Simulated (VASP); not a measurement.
# SrTiO3 (Pm-3m) in VASP: notebook

SrTiO3 is run at these levels: PBEsol; tasks: single point.

Everything below comes from runs of VASP 6.6.1. Logs are shortened: lines on timing, memory, paths and dates and some standing lists are left out, and cuts for length are marked.

### 1 The cell of the first run

It takes space group Pm-3m (No. 221, cubic). Conventional cell: a = 3.905 Å, b = 3.905 Å, c = 3.905 Å, α = 90.00°, β = 90.00°, γ = 90.00°. Sr (site symmetry m-3m) has 12 O at 2.76 Å and 8 Ti at 3.38 Å within 3.6 Å. Ti (site symmetry m-3m) has 6 O at 1.95 Å within 2.6 Å. O (site symmetry 4/mmm) has 2 Ti at 1.95 Å within 2.6 Å.

### 2 Single point, PBEsol

Input file INCAR:

```
SYSTEM = SrTiO3
PREC     = Accurate       ! precision mode
ENCUT    = 520            ! plane-wave cutoff, eV
EDIFF    = 1E-6           ! SCF threshold, eV
ISMEAR   = -1             ! smearing method
SIGMA    = 0.05           ! smearing width, eV
LREAL    = .False.        ! projectors in reciprocal space
LASPH    = .True.         ! aspherical terms in the spheres
NELM     = 60             ! most SCF steps
ALGO     = Normal         ! electronic algorithm
ISIF     = 2              ! what is computed and relaxed
LWAVE    = .False.        ! write WAVECAR
LCHARG   = .False.        ! write CHGCAR
GGA      = PS             ! functional
NBANDS   = 28             ! bands
```

Input file KPOINTS:

```
Automatic mesh
0
Gamma
  7 7 7
  0 0 0
```

Input file POSCAR:

```
SrTiO3
1.0
    3.9050000000      0.0000000000      0.0000000000
    0.0000000000      3.9050000000      0.0000000000
    0.0000000000      0.0000000000      3.9050000000
Sr Ti O
1 1 3
Direct
    0.0000000000      0.0000000000      0.0000000000
    0.5000000000      0.5000000000      0.5000000000
    0.0000000000      0.5000000000      0.5000000000
    0.5000000000      0.0000000000      0.5000000000
    0.5000000000      0.5000000000      0.0000000000
```

Potentials or basis: VASP PAW PBE potentials, release 64 (Sr_sv, Ti_sv, O).

The run is started by

```bash
$ cat potpaw_PBE.64/Sr_sv/POTCAR potpaw_PBE.64/Ti_sv/POTCAR potpaw_PBE.64/O/POTCAR > POTCAR
$ mpirun -np 1 vasp_std > vasp.out
```

OUTCAR:

```text
SYSTEM = SrTiO3
   PREC = Accurate
   ENCUT = 520
   EDIFF = 1E-6
   ISMEAR = -1
   LREAL = .False.
   LASPH = .True.
   NELM = 60
   ISIF = 2
   GGA = PS

 ion  position               nearest neighbor table
   1  0.000  0.000  0.000-   3 2.76   4 2.76   5 2.76   3 2.76   4 2.76   3 2.76   5 2.76   3 2.76
                             4 2.76   5 2.76   4 2.76   5 2.76   2 3.38   2 3.38   2 3.38   2 3.38
   2  0.500  0.500  0.500-   3 1.95   4 1.95   5 1.95   5 1.95   4 1.95   3 1.95   1 3.38   1 3.38
                             1 3.38   1 3.38   1 3.38   1 3.38   1 3.38   1 3.38
   3  0.000  0.500  0.500-   2 1.95   2 1.95   1 2.76   1 2.76   1 2.76   1 2.76
   4  0.500  0.000  0.500-   2 1.95   2 1.95   1 2.76   1 2.76   1 2.76   1 2.76
   5  0.500  0.500  0.000-   2 1.95   2 1.95   1 2.76   1 2.76   1 2.76   1 2.76

  LATTYP: Found a simple cubic cell.
 ALAT       =     3.9050000000

  Lattice vectors:

 A1 = (   3.9050000000,   0.0000000000,   0.0000000000)
 A2 = (   0.0000000000,   3.9050000000,   0.0000000000)
 A3 = (   0.0000000000,   0.0000000000,   3.9050000000)

Analysis of symmetry for initial positions (statically):
=====================================================================
 Subroutine PRICEL returns:
 Original cell was already a primitive cell.

 Routine SETGRP: Setting up the symmetry group for a
 simple cubic supercell.

 Subroutine GETGRP returns: Found 48 space group operations
 (whereof 48 operations were pure point group operations)
 out of a pool of 48 trial point group operations.

The static configuration has the point symmetry O_h .

Analysis of symmetry for dynamics (positions and initial velocities):
=====================================================================
 Subroutine PRICEL returns:
 Original cell was already a primitive cell.

 Routine SETGRP: Setting up the symmetry group for a
 simple cubic supercell.

 Subroutine GETGRP returns: Found 48 space group operations
 (whereof 48 operations were pure point group operations)
 out of a pool of 48 trial point group operations.

The dynamic configuration has the point symmetry O_h .

 Subroutine INISYM returns: Found 48 space group operations
 (whereof 48 operations are pure point group operations),
 and found     1 'primitive' translations

----------------------------------------------------------------------------------------

[... 85 lines left out ...]
   ISTART =      0    job   : 0-new  1-cont  2-samecut
   ICHARG =      2    charge: 1-file 2-atom 10-const
   ISPIN  =      1    spin polarized calculation?
   LNONCOLLINEAR =      F non collinear calculations
   LSORBIT =      F    spin-orbit coupling
   LASPH  =      T    aspherical Exc in radial PAW
   ENCUT  =  520.0 eV  38.22 Ry    6.18 a.u.   7.26  7.26  7.26*2*pi/ulx,y,z
   NELM   =     60;   NELMIN=  2; NELMDL= -5     # of ELM steps
   EDIFF  = 0.1E-05   stopping-criterion for ELM
   LREAL  =      F    real-space projection
[... 7 lines left out ...]
   TEBEG  =    0.0;   TEEND  =   0.0 temperature during run
   PSTRESS=    0.0 pullay stress
   NELECT =      40.0000    total number of electrons
   NUPDOWN=      -1.0000    fix difference up-down
   EMIN   =  10.00;   EMAX   =-10.00  energy-range for DOS
   EFERMI =   0.00;   METHOD = LEGACY
   ISMEAR =    -1;   SIGMA  =   0.05  broadening in eV -4-tet -1-fermi 0-gaus
   EFERMI_NEDOS =   21; number of points for ismear=-14 and -15
   IALGO  =     38    algorithm
   IMIX   =      4    mixing-type and parameters
     AMIX     =   0.40;   BMIX     =  1.00
     AMIX_MAG =   1.60;   BMIX_MAG =  1.00
  volume/ion in A,a.u.               =      11.91        80.37
  Fermi-wavevector in a.u.,A,eV,Ry     =   1.433751  2.709397 27.968714  2.055642
  Thomas-Fermi vector in A             =   2.553235
   LORBIT       =      0    0 simple, 1 ext, 2 COOP (PROOUT), +10 PAW based schemes
   GGA     = PS    functional components
   LHFCALC =     F    Hartree Fock is set to
   AEXX    =    0.0000 exact exchange contribution
   IVDW    =     0    specifies the selected vdW correction
   LEPSILON=     F    determine dielectric tensor
   LRPA    =     F    only Hartree local field effects (RPA)
 non-spin polarized calculation
  energy-cutoff  :      520.00
  volume of cell :       59.55
 maximum number of plane-waves:      1614
 NGX is ok and might be reduce to    30
   NGX = 15   NGY = 15   NGZ = 15

 number of electron      40.0000005 magnetization

 Free energy of the ion-electron system (eV)
  ---------------------------------------------------
  ext. energy  EPLUGINS =         0.00000000
  ---------------------------------------------------
  free energy    TOTEN  =       -42.01518966 eV

  energy without entropy =      -42.01518966  energy(sigma->0) =      -42.01518966

 E-fermi :   4.9222     XC(G=0): -11.5398

 val. band max:        3.9596627697   @ k =   0.4286   0.4286   0.4286
 cond. band min:       5.8269665727   @ k =   0.0000   0.0000   0.0000
 fundamental gap:      1.8673038029
 Fermi energy:         4.9222384097

 k-point     1 :       0.0000    0.0000    0.0000
  band No.  band energies     occupation
      1     -52.1751      2.00000
      2     -28.6195      2.00000
      3     -28.5369      2.00000
      4     -28.5369      2.00000
      5     -28.5369      2.00000
      6     -13.3340      2.00000
[... 609 lines left out ...]
     27      12.2824      0.00000
     28      12.2824      0.00000

------------------------ aborting loop because EDIFF is reached ----------------------------------------

  FORCE on cell =-STRESS in cart. coord.  units (eV):
  Direction    XX          YY          ZZ          XY          YZ          ZX
  --------------------------------------------------------------------------------------
  -------------------------------------------------------------------------------------
  Total       -0.4792989     -0.4792989     -0.4792989      0.0000000     -0.0000000      0.0000000
  in kB      -12.8959675    -12.8959675    -12.8959675      0.0000000     -0.0000000      0.0000000
  external PRESSURE =     -12.8959675 kB  Pullay stress =       0.0000000 kB

 VOLUME and BASIS-vectors are now :
 -----------------------------------------------------------------------------
  energy-cutoff  :      520.00
  volume of cell :       59.55
      direct lattice vectors                 reciprocal lattice vectors
     3.905000000  0.000000000  0.000000000     0.256081946  0.000000000  0.000000000
     0.000000000  3.905000000  0.000000000     0.000000000  0.256081946  0.000000000
     0.000000000  0.000000000  3.905000000     0.000000000  0.000000000  0.256081946

 POSITION                                       TOTAL-FORCE (eV/Angst)
 -----------------------------------------------------------------------------------
      0.00000      0.00000      0.00000         0.000000      0.000000      0.000000
      1.95250      1.95250      1.95250         0.000000      0.000000      0.000000
      0.00000      1.95250      1.95250         0.000000      0.000000      0.000000
      1.95250      0.00000      1.95250         0.000000      0.000000      0.000000
      1.95250      1.95250      0.00000         0.000000      0.000000      0.000000
 -----------------------------------------------------------------------------------
    total drift:                                0.000000      0.000000     -0.000000

  FREE ENERGIE OF THE ION-ELECTRON SYSTEM (eV)
  ---------------------------------------------------
  free  energy   TOTEN  =       -42.0151896617 eV

  energy  without entropy=      -42.0151896605  energy(sigma->0) =      -42.01518966
```

stdout:

```text
POSCAR found type information on POSCAR SrTiO
 POSCAR found :  3 types and       5 ions
 scaLAPACK will be used
 -----------------------------------------------------------------------------
|                                                                             |
|                                                                             |
|     You enforced a specific xc type in the INCAR file but a different       |
|     I HOPE YOU KNOW WHAT YOU ARE DOING!                                     |
|                                                                             |
 -----------------------------------------------------------------------------

 LDA part: xc-table for (Slater+PW92), standard interpolation
 POSCAR, INCAR and KPOINTS ok, starting setup
 FFT: planning ... GRIDC
 FFT: planning ... GRID_SOFT
 FFT: planning ... GRID
 WAVECAR not read
 entering main loop
```

It took 70 s on 1 thread of AMD EPYC 7R13, shared host; peak memory 0.16 GiB.

What came out:

```
Free energy            : -42.0152 eV
Pressure               : -1.3 GPa
Band gap on the k mesh : 1.87 eV, indirect (least direct gap 2.16 eV)
```

Caveat: the PAW data sets were made with another functional, which shifts forces and pressure a little. As with any semilocal functional, this PBEsol gap is likely too small.

### 3 Single point, PBEsol (volume scaled by 0.94)

Input file INCAR:

```
ALGO = Normal ; EDIFF = 1E-6
ENCUT = 520 ; GGA = PS
ISIF = 2 ; ISMEAR = -1
LASPH = T ; LCHARG = F
LREAL = F ; LWAVE = F
NBANDS = 28 ; NELM = 80
PREC = Accurate ; SIGMA = 0.05
```

Input file KPOINTS:

```
k-points
0
Gamma
  7 7 7
```

Edit POSCAR of step 2 so:

```diff
@@ -2,5 +2,5 @@
 1.0
-    3.9050000000      0.0000000000      0.0000000000
-    0.0000000000      3.9050000000      0.0000000000
-    0.0000000000      0.0000000000      3.9050000000
+    3.8252837545      0.0000000000      0.0000000000
+    0.0000000000      3.8252837545      0.0000000000
+    0.0000000000      0.0000000000      3.8252837545
 Sr Ti O
```

Potentials or basis: VASP PAW PBE potentials, release 64 (Sr_sv, Ti_sv, O).

The run is started by

```bash
$ cat potpaw_PBE.64/Sr_sv/POTCAR potpaw_PBE.64/Ti_sv/POTCAR potpaw_PBE.64/O/POTCAR > POTCAR
$ mpirun -np 1 vasp_std > vasp.out
```

It took 24 s on 1 thread of AMD EPYC 7R13 (Zen 3), shared host; peak memory 0.14 GiB.

The run converged. Its results:

| Item | Value |
| --- | --- |
| Free energy | -41.9047 eV |
| Pressure | 11.5 GPa |
| Band gap on the k mesh | 1.98 eV, indirect (least direct gap 2.22 eV) |

Levels at points of the mesh, in eV from the valence-band top:
| k point | band 18 | band 19 | band 20 | band 21 | band 22 | band 23 |
| --- | --- | --- | --- | --- | --- | --- |
| (0.00, 0.00, 0.00) | -0.24 | -0.24 | -0.24 | 1.98 | 1.98 | 1.98 |

Caveat: the PAW data sets were made with another functional, which shifts forces and pressure a little. A k mesh can miss the band edges.

### 4 Single point, PBEsol (volume scaled by 0.98)

Input file INCAR:

```
ALGO     = Normal         # electronic algorithm
EDIFF    = 1E-6           # SCF threshold, eV
ENCUT    = 520            # plane-wave cutoff, eV
GGA      = PS             # functional
ISIF     = 2              # what is computed and relaxed
ISMEAR   = -1             # smearing method
LASPH    = True           # aspherical terms in the spheres
LCHARG   = False          # write CHGCAR
LREAL    = False          # projectors in reciprocal space
LWAVE    = False          # write WAVECAR
NBANDS   = 28             # bands
NELM     = 100            # most SCF steps
PREC     = Accurate       # precision mode
SIGMA    = 0.05           # smearing width, eV
```

KPOINTS is that of step 3.

Edit POSCAR of step 3 so:

```diff
@@ -2,5 +2,5 @@
 1.0
-    3.8252837545      0.0000000000      0.0000000000
-    0.0000000000      3.8252837545      0.0000000000
-    0.0000000000      0.0000000000      3.8252837545
+    3.8787911566      0.0000000000      0.0000000000
+    0.0000000000      3.8787911566      0.0000000000
+    0.0000000000      0.0000000000      3.8787911566
 Sr Ti O
```

The run is started by

```bash
$ cat potpaw_PBE.64/Sr_sv/POTCAR potpaw_PBE.64/Ti_sv/POTCAR potpaw_PBE.64/O/POTCAR > POTCAR
$ mpirun -np 1 vasp_std > vasp.out
```

Run time: 38 s. Hardware: 1 thread of AMD EPYC 7R13 (Zen 3), shared host; peak memory 0.16 GiB.

Results (log left out):

```
Free energy            : -42.0093 eV
Pressure               : 2.5 GPa
Band gap on the k mesh : 1.90 eV, indirect (least direct gap 2.18 eV)
```

Levels at points of the mesh, in eV from the valence-band top:
| k point | band 18 | band 19 | band 20 | band 21 | band 22 | band 23 |
| --- | --- | --- | --- | --- | --- | --- |
| (0.00, 0.00, 0.00) | -0.28 | -0.28 | -0.28 | 1.90 | 1.90 | 1.90 |

Caveat: the PAW data sets were made with another functional, which shifts forces and pressure a little.

### 5 The runs side by side

| cell | gap on the mesh (eV) | pressure (GPa) |
| --- | --- | --- |
| a = 3.905 Å, 5 atoms | 1.87 | -1.3 |
| a = 3.825 Å, 5 atoms | 1.98 | 11.5 |
| a = 3.879 Å, 5 atoms | 1.90 | 2.5 |

Alike in all rows: task single point; level PBEsol; potentials or basis VASP PAW PBE potentials, release 64 (Sr_sv, Ti_sv, O); no spin polarisation; k mesh 7 × 7 × 7; cutoff (eV) 520; smearing fermi-dirac 0.05 eV.

Caveats: the PAW data sets were made with another functional, which shifts forces and pressure a little.

Absolute energies hang on the potentials; compare differences alone.
